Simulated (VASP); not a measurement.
# Ag (Fm-3m) in VASP: further runs, part 2 of 2

VASP 6.6.1.

## (4) Density of states, PBE

This run uses another cell than the first one, of 17.85 Å³/atom, 2.222 times its volume.

Input file POSCAR:

```
Ag
1.0
    0.0000000000      2.0741351598      2.0741351598
    2.0741351598      0.0000000000      2.0741351598
    2.0741351598      2.0741351598      0.0000000000
Ag
1
Direct
    0.0000000000      0.0000000000      0.0000000000
```

Input file INCAR.step1:

```
PREC = Accurate
ENCUT = 520
EDIFF = 1E-7
ISMEAR = -1
SIGMA = 0.1
LREAL = F
LASPH = T
NELM = 60
ALGO = Normal
ISIF = 2
LWAVE = F
LCHARG = T
LMAXMIX = 4
GGA = PE
NBANDS = 12
```

Input file KPOINTS.step1:

```
Automatic mesh
0
Gamma
  16 16 16
```

Input file INCAR.step2:

```
PREC = Accurate
ENCUT = 520
EDIFF = 1E-7
ISMEAR = -5
SIGMA = 0.1
LREAL = F
LASPH = T
NELM = 60
ALGO = Normal
ISIF = 2
LWAVE = F
LCHARG = F
LMAXMIX = 4
GGA = PE
LORBIT = 11
NBANDS = 12
NEDOS = 2001
ICHARG = 11
```

Input file KPOINTS.step2:

```
Automatic mesh
0
Gamma
  24 24 24
```

Potentials or basis: VASP PAW PBE potentials, release 64 (Ag).

Started as:

```bash
$ cat potpaw_PBE.64/Ag/POTCAR > POTCAR
$ cp INCAR.step1 INCAR
$ cp KPOINTS.step1 KPOINTS
$ mpirun -np 1 vasp_std > vasp.out
$ cp INCAR.step2 INCAR
$ cp KPOINTS.step2 KPOINTS
$ mpirun -np 1 vasp_std > vasp.out
```

OUTCAR:

```text
PREC = Accurate
   ENCUT = 520
   EDIFF = 1E-7
   ISMEAR = -5
   LREAL = F
   LASPH = T
   NELM = 60
   ISIF = 2
   GGA = PE
   LORBIT = 11
   ICHARG = 11

 ion  position               nearest neighbor table
   1  0.000  0.000  0.000-

  LATTYP: Found a face centered cubic cell.
 ALAT       =     4.1482703196

  Lattice vectors:

 A1 = (   0.0000000000,   2.0741351598,   2.0741351598)
 A2 = (   2.0741351598,   0.0000000000,   2.0741351598)
 A3 = (   2.0741351598,   2.0741351598,   0.0000000000)

Analysis of symmetry for initial positions (statically):
=====================================================================
 Subroutine PRICEL returns:
 Original cell was already a primitive cell.

 Routine SETGRP: Setting up the symmetry group for a
 face centered cubic supercell.

 Subroutine GETGRP returns: Found 48 space group operations
 (whereof 48 operations were pure point group operations)
 out of a pool of 48 trial point group operations.

The static configuration has the point symmetry O_h .

Analysis of symmetry for dynamics (positions and initial velocities):
=====================================================================
 Subroutine PRICEL returns:
 Original cell was already a primitive cell.

 Routine SETGRP: Setting up the symmetry group for a
 face centered cubic supercell.

 Subroutine GETGRP returns: Found 48 space group operations
 (whereof 48 operations were pure point group operations)
 out of a pool of 48 trial point group operations.

The dynamic configuration has the point symmetry O_h .

 Subroutine INISYM returns: Found 48 space group operations
 (whereof 48 operations are pure point group operations),
 and found     1 'primitive' translations

----------------------------------------------------------------------------------------

[... 115 lines left out ...]
  Thomas-Fermi vector in A             =   2.516904
   LORBIT       =     11    0 simple, 1 ext, 2 COOP (PROOUT), +10 PAW based schemes
   GGA     = PE    functional components
   LHFCALC =     F    Hartree Fock is set to
   AEXX    =    0.0000 exact exchange contribution
   IVDW    =     0    specifies the selected vdW correction
   LEPSILON=     F    determine dielectric tensor
   LRPA    =     F    only Hartree local field effects (RPA)
 non-spin polarized calculation
 Fermi weights with tetrahedron method with Bloechl corrections
  energy-cutoff  :      520.00
  volume of cell :       17.85
 maximum number of plane-waves:       531
 NGX is ok and might be reduce to    24

 number of electron      11.0000000 magnetization

 Free energy of the ion-electron system (eV)
  ---------------------------------------------------
  ext. energy  EPLUGINS =         0.00000000
  ---------------------------------------------------
  free energy    TOTEN  =        -2.71795832 eV

  energy without entropy =       -2.71795832  energy(sigma->0) =       -2.71795832

 E-fermi :   7.8575     XC(G=0): -11.9394

 val. band max:        7.8033314778   @ k =   0.5000   0.2500   0.0833
 cond. band min:       7.8644590088   @ k =   0.5000   0.0833   0.0000
 fundamental gap:      0.0611275310
 Fermi energy:         7.8575202877

 k-point     1 :       0.0000    0.0000    0.0000
  band No.  band energies     occupation
      1       0.3736      2.00000
      2       3.1663      2.00000
      3       3.1663      2.00000
      4       3.1663      2.00000
      5       4.1195      2.00000
      6       4.1195      2.00000
      7      23.7307      0.00000
      8      27.0391      0.00000
      9      27.0391      0.00000
     10      27.0391      0.00000
     11      31.7377      0.00000
     12      32.5963      0.00000
[... 331 lines left out ...]
 k-point    24 :       0.4583    0.0417    0.0000
  band No.  band energies     occupation
      1       1.7415      2.00000
      2       3.1426      2.00000
      3       3.1904      2.00000
      4       4.6738      2.00000
      5       4.8382      2.00000
      6       7.0547      2.00009
      7      11.9675      0.00000
      8      23.0051      0.00000
      9      24.9193      0.00000
     10      25.1979      0.00000
     11      30.1958      0.00000
     12      30.3217      0.00000

 [... further k-points ...]
[... 5 lines left out ...]
  --------------------------------------------------------------------------------------
  -------------------------------------------------------------------------------------
  Total       -0.0390269     -0.0390269     -0.0390269     -0.0000000      0.0000000      0.0000000
  in kB       -3.5037537     -3.5037537     -3.5037537     -0.0000000      0.0000000      0.0000000
  external PRESSURE =      -3.5037537 kB  Pullay stress =       0.0000000 kB

 VOLUME and BASIS-vectors are now :
 -----------------------------------------------------------------------------
  energy-cutoff  :      520.00
  volume of cell :       17.85
      direct lattice vectors                 reciprocal lattice vectors
     0.000000000  2.074135160  2.074135160    -0.241064329  0.241064329  0.241064329
     2.074135160  0.000000000  2.074135160     0.241064329 -0.241064329  0.241064329
     2.074135160  2.074135160  0.000000000     0.241064329  0.241064329 -0.241064329

 POSITION                                       TOTAL-FORCE (eV/Angst)
 -----------------------------------------------------------------------------------
      0.00000      0.00000      0.00000         0.000000      0.000000      0.000000
 -----------------------------------------------------------------------------------
    total drift:                               -0.000000     -0.000000     -0.000000

  FREE ENERGIE OF THE ION-ELECTRON SYSTEM (eV)
  ---------------------------------------------------
  free  energy   TOTEN  =        -2.7179583239 eV

  energy  without entropy=       -2.7179583239  energy(sigma->0) =       -2.71795832

 total charge

# of ion       s       p       d       tot
------------------------------------------
    1        0.407   0.272   9.157   9.836
```

OUTCAR.step1:

```text
PREC = Accurate
   ENCUT = 520
   EDIFF = 1E-7
   ISMEAR = -1
   LREAL = F
[... 576 lines left out ...]

 POSITION                                       TOTAL-FORCE (eV/Angst)
 -----------------------------------------------------------------------------------
      0.00000      0.00000      0.00000         0.000000      0.000000      0.000000
 -----------------------------------------------------------------------------------
    total drift:                               -0.000000      0.000000     -0.000000

  FREE ENERGIE OF THE ION-ELECTRON SYSTEM (eV)
  ---------------------------------------------------
  free  energy   TOTEN  =        -2.7234505828 eV

  energy  without entropy=       -2.7149303754  energy(sigma->0) =       -2.71919048
```

OSZICAR.step1:

```text
N       E                     dE             d eps       ncg     rms          rms(c)
DAV:   1     0.522156570475E+02    0.52216E+02   -0.54269E+03  3500   0.820E+02
DAV:   2    -0.211522930617E+01   -0.54331E+02   -0.51144E+02  4020   0.193E+02
DAV:   3    -0.296200301556E+01   -0.84677E+00   -0.84620E+00  4128   0.253E+01
DAV:   4    -0.296458096520E+01   -0.25779E-02   -0.25779E-02  4052   0.148E+00
DAV:   5    -0.296460197805E+01   -0.21013E-04   -0.21013E-04  4092   0.120E-01    0.464E+00
DAV:   6    -0.273241530953E+01    0.23219E+00   -0.94369E-01  3816   0.863E+00    0.308E+00
DAV:   7    -0.272594150287E+01    0.64738E-02   -0.76360E-03  4024   0.836E-01    0.176E+00
DAV:   8    -0.272343750654E+01    0.25040E-02   -0.70189E-04  3932   0.205E-01    0.794E-02
DAV:   9    -0.272344552409E+01   -0.80176E-05   -0.88457E-06  4120   0.225E-02    0.255E-02
DAV:  10    -0.272345099609E+01   -0.54720E-05   -0.41566E-06  3940   0.194E-02    0.457E-03
DAV:  11    -0.272345063394E+01    0.36215E-06   -0.81681E-08  3448   0.237E-03    0.728E-04
DAV:  12    -0.272345058281E+01    0.51133E-07   -0.71881E-09  2204   0.713E-04
   1 F= -.27234506E+01 E0= -.27191905E+01  d E =-.852021E-02
```

Wall time 39 s (1 thread of Intel Xeon 6975P-C, shared host); peak memory 0.21 GiB.

What came out:

```yaml
Valence_electrons_inside_the_program's_atomic_spheres: Ag 9.84
```

Caveat: tetrahedron occupations give inexact forces and stress in metals.
